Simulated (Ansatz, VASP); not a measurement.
**HfB in VASP and in Ansatz**

```
Hf B
1.0
     0.12008    2.37157    2.37157
     2.37157    0.12008    2.37157
     2.37157    2.37157    0.12008
Hf B
1 1
Direct
  0.50000 0.50000 0.50000
  0.00000 0.00000 0.00000
```

Alike in both runs: task single point; functional PBEsol; k mesh 20 × 20 × 20; occupations gaussian, width 0.15 eV; no spin polarisation.

|  | VASP | Ansatz |
| --- | --- | --- |
| version | VASP 6.6.1 | Ansatz 0.2.0 |
| potentials or method | VASP PAW PBE potentials, release 64 (Hf_pv, B), cutoff 520 eV | scalar-relativistic, plane waves, PAW |
| valence electrons in the cell | 13 | 29 |

```tsv
	VASP	Ansatz	Ansatz less VASP
gap on the k mesh at the Fermi level (eV)	none	none	-
pressure (GPa)	24.6	23.5	-1.05
traceless stress, the component that is largest in VASP (GPa)	-3.58	-3.74	-0.157
```

VASP's potentials were made for PBE, not for PBEsol. A gap of «none» marks a metal or a gap that the smearing closes. VASP's potentials hold 13 valence electrons a cell and Ansatz's 29, so a difference there can come from the potentials and not from the codes.

Spin-orbit coupling is off throughout.
